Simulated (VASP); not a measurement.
# MgO (I4mm) in VASP: a series of runs, part 2 of 2

VASP 6.6.1. The steps go on from the part before.

### 3 Single point, r2SCAN

Input file POSCAR:

```
MgO
1.0
    0.0000000000      2.1351500000      2.1351500000
    2.1351500000      0.0000000000      2.1351500000
    2.1351500000      2.1351500000      0.0000000000
Mg O
1 1
Direct
    0.0000000000      0.0000000000      0.0000000000
    0.4795096363      0.4795096363      0.5204903637
```

Input file INCAR.step1:

```
  PREC = Accurate
  ENCUT = 750
  ISMEAR = 0
  SIGMA = 0.05
  LREAL = False
  LASPH = True
  NELM = 120
  NBANDS = 15
  GGA = PE
  ALGO = Normal
  EDIFF = 1E-5
  LWAVE = True
  LCHARG = False
  GGA_COMPAT = False
```

Input file INCAR.step2:

```
  PREC = Accurate
  ENCUT = 750
  EDIFF = 1E-6
  ISMEAR = 0
  SIGMA = 0.05
  LREAL = False
  LASPH = True
  NELM = 120
  ALGO = Normal
  ISIF = 2
  LWAVE = False
  LCHARG = False
  METAGGA = R2SCAN
  LMIXTAU = True
  NBANDS = 15
  ISTART = 1
  GGA_COMPAT = False
```

Input file KPOINTS:

```
Automatic mesh
0
Gamma
  10 10 10
```

Potentials or basis: VASP PAW PBE potentials, release 64 (Mg_sv, O).

Launch:

```console
$ cat potpaw_PBE.64/Mg_sv/POTCAR potpaw_PBE.64/O/POTCAR > POTCAR
$ cp INCAR.step1 INCAR
$ mpirun -np 1 vasp_std > vasp.out
$ cp INCAR.step2 INCAR
$ mpirun -np 1 vasp_std > vasp.out
```

OUTCAR:

```text
PREC = Accurate
   ENCUT = 750
   EDIFF = 1E-6
   ISMEAR = 0
   LREAL = False
   LASPH = True
   NELM = 120
   ISIF = 2
   METAGGA = R2SCAN
   ISTART = 1

 ion  position               nearest neighbor table
   1  0.000  0.000  0.000-   2 2.05
   2  0.480  0.480  0.520-   1 2.05

  LATTYP: Found a face centered cubic cell.
 ALAT       =     4.2703000000

  Lattice vectors:

 A1 = (   0.0000000000,   2.1351500000,   2.1351500000)
 A2 = (   2.1351500000,   0.0000000000,   2.1351500000)
 A3 = (   2.1351500000,   2.1351500000,   0.0000000000)

Analysis of symmetry for initial positions (statically):
=====================================================================
 Subroutine PRICEL returns:
 Original cell was already a primitive cell.

 Routine SETGRP: Setting up the symmetry group for a
 face centered cubic supercell.

 Subroutine GETGRP returns: Found  8 space group operations
 (whereof  8 operations were pure point group operations)
 out of a pool of 48 trial point group operations.

The static configuration has the point symmetry C_4v.

Analysis of symmetry for dynamics (positions and initial velocities):
=====================================================================
 Subroutine PRICEL returns:
 Original cell was already a primitive cell.

 Routine SETGRP: Setting up the symmetry group for a
 face centered cubic supercell.

 Subroutine GETGRP returns: Found  8 space group operations
 (whereof  8 operations were pure point group operations)
 out of a pool of 48 trial point group operations.

The dynamic configuration has the point symmetry C_4v.

 Subroutine INISYM returns: Found  8 space group operations
 (whereof  8 operations are pure point group operations),
 and found     1 'primitive' translations

----------------------------------------------------------------------------------------

                                     Primitive cell

  volume of cell :      19.4677

  direct lattice vectors                    reciprocal lattice vectors
[... 117 lines left out ...]
   LRPA    =     F    only Hartree local field effects (RPA)
 non-spin polarized calculation
 Gauss-broadening in eV      SIGMA  =   0.05
  energy-cutoff  :      750.00
  volume of cell :       19.47
 maximum number of plane-waves:       934
   NGX = 13   NGY = 13   NGZ = 13

 number of electron      15.9999998 magnetization

 Free energy of the ion-electron system (eV)
  ---------------------------------------------------
  ext. energy  EPLUGINS =         0.00000000
  ---------------------------------------------------
  free energy    TOTEN  =       -16.13001942 eV

  energy without entropy =      -16.13001942  energy(sigma->0) =      -16.13001942

 E-fermi :   2.6261     XC(G=0): -11.8106

 val. band max:        2.2182825168   @ k =   0.0000   0.0000   0.0000
 cond. band min:       7.4602835692   @ k =   0.0000   0.0000   0.0000
 fundamental gap:      5.2420010524
 Fermi energy:         2.6261085236

 k-point     1 :       0.0000    0.0000    0.0000
  band No.  band energies     occupation
      1     -72.8941      2.00000
      2     -37.9888      2.00000
      3     -37.9888      2.00000
      4     -37.9885      2.00000
      5     -15.7629      2.00000
      6       2.2074      2.00000
      7       2.2183      2.00000
      8       2.2183      2.00000
      9       7.4603      0.00000
     10      18.8548      0.00000
     11      18.8684      0.00000
     12      18.8684      0.00000
     13      22.8083      0.00000
     14      24.6237      0.00000
[... 401 lines left out ...]
      2     -38.0045      2.00000
      3     -37.9937      2.00000
      4     -37.9895      2.00000
      5     -15.5100      2.00000
      6       0.9132      2.00000
      7       1.9010      2.00000
      8       2.1031      2.00000
      9       8.8696      0.00000
     10      16.5342      0.00000
     11      19.2338      0.00000
     12      19.5374      0.00000
     13      22.5438      0.00000
     14      23.9994      0.00000
     15      25.9637      0.00000

 [... further k-points ...]

------------------------ aborting loop because EDIFF is reached ----------------------------------------

  FORCE on cell =-STRESS in cart. coord.  units (eV):
  Direction    XX          YY          ZZ          XY          YZ          ZX
  --------------------------------------------------------------------------------------
  -------------------------------------------------------------------------------------
  Total       -0.8732934     -0.8732934     -0.5848530      0.0000000      0.0000000      0.0000000
  in kB      -71.8713125    -71.8713125    -48.1329142      0.0000000      0.0000000      0.0000000
  external PRESSURE =     -63.9585131 kB  Pullay stress =       0.0000000 kB

 VOLUME and BASIS-vectors are now :
 -----------------------------------------------------------------------------
  energy-cutoff  :      750.00
  volume of cell :       19.47
      direct lattice vectors                 reciprocal lattice vectors
     0.000000000  2.135150000  2.135150000    -0.234175585  0.234175585  0.234175585
     2.135150000  0.000000000  2.135150000     0.234175585 -0.234175585  0.234175585
     2.135150000  2.135150000  0.000000000     0.234175585  0.234175585 -0.234175585

 POSITION                                       TOTAL-FORCE (eV/Angst)
 -----------------------------------------------------------------------------------
      0.00000      0.00000      0.00000         0.000000      0.000000     -0.421982
      2.13515      2.13515      2.04765         0.000000      0.000000      0.421982
 -----------------------------------------------------------------------------------
    total drift:                               -0.000000     -0.000000      0.005438

  FREE ENERGIE OF THE ION-ELECTRON SYSTEM (eV)
  ---------------------------------------------------
  free  energy   TOTEN  =       -16.1300194198 eV

  energy  without entropy=      -16.1300194198  energy(sigma->0) =      -16.13001942
```

OSZICAR.step1:

```text
N       E                     dE             d eps       ncg     rms          rms(c)
DAV:   1     0.151133706540E+03    0.15113E+03   -0.12655E+04  3068   0.162E+03
DAV:   2    -0.814138740701E+01   -0.15928E+03   -0.15080E+03  3746   0.415E+02
DAV:   3    -0.133941636989E+02   -0.52528E+01   -0.52317E+01  3890   0.740E+01
DAV:   4    -0.134736256997E+02   -0.79462E-01   -0.79455E-01  3615   0.908E+00
DAV:   5    -0.134750999770E+02   -0.14743E-02   -0.14742E-02  3833   0.105E+00    0.861E+00
DAV:   6    -0.118938645616E+02    0.15812E+01   -0.26738E+00  3333   0.148E+01    0.288E+00
DAV:   7    -0.118804242733E+02    0.13440E-01   -0.13494E-01  3571   0.339E+00    0.174E+00
DAV:   8    -0.118707025590E+02    0.97217E-02   -0.40543E-02  3781   0.227E+00    0.347E-01
DAV:   9    -0.118694460130E+02    0.12565E-02   -0.38044E-03  3529   0.582E-01    0.977E-02
DAV:  10    -0.118696603427E+02   -0.21433E-03   -0.31556E-04  3669   0.186E-01    0.447E-02
DAV:  11    -0.118696503332E+02    0.10009E-04   -0.30723E-05  3928   0.568E-02    0.440E-03
DAV:  12    -0.118696504904E+02   -0.15724E-06   -0.71130E-07  1803   0.107E-02
   1 F= -.11869650E+02 E0= -.11869650E+02  d E =-.186023E-23
```

Wall time 2.4 min (1 thread of Intel Xeon Platinum 8375C at 2.90GHz (Ice Lake), shared host); peak memory 0.19 GiB.

Results:

```yaml
Free_energy: -16.1300 eV
Pressure: -6.4 GPa
Largest_force: 0.422 eV/Å
Band_gap_on_the_k_mesh: 5.24 eV
```

Forces on the atoms (eV/Å):
```
Mg   0.000  0.000 -0.422
O    0.000  0.000  0.422
```

Stress tensor (GPa, compression positive):
```
-7.19  0.00  0.00
 0.00 -7.19  0.00
 0.00  0.00 -4.81
```

Caveat: the cell differs from its parent crystal (all O atoms moved +0.087 Å, as atom 2 towards its neighbour atom 1 (Mg) at 2.135 Å); the cell stands under tension; the PAW data sets were made with another functional, which shifts forces and pressure a little.
